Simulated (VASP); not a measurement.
The system is BiB.

```
B Bi
1.0
     0.00000    2.73115    2.75280
     2.73115    0.00000    2.75280
     2.73115    2.73115    0.00000
B Bi
1 1
Direct
  0.00000 0.00000 0.00000
  0.25000 0.25000 0.25000
```

This cell differs from its parent crystal: epitaxial xy strain -0.5%.

Base run:

| Quantity | Value |
| --- | --- |
| Program | VASP 6.6.1 |
| Functional | PBE |
| Potentials or basis | VASP PAW PBE potentials, release 64 (B, Bi_d) |
| Cutoff | 520 eV |
| k mesh | 8 × 8 × 8 |
| Occupations | fermi-dirac, width 0.02 eV |
| Spin | no spin polarisation |

Its results: band gap on the k mesh 0.31 eV, direct; pressure 1.8 GPa.

Problem. The run is repeated on the same cell with these changes: functional from PBE to r2SCAN; occupations from fermi-dirac, width 0.02 eV to gaussian, width 0.01 eV. What comes out?

Solution. Band gap on the k mesh 0.43 eV, direct; pressure 0.5 GPa.

Caveats: spin-orbit coupling is left out, which moves the levels of the heavy elements; the PAW data sets were made with another functional, which shifts forces and pressure a little (some runs).

A k mesh can miss the band edges.
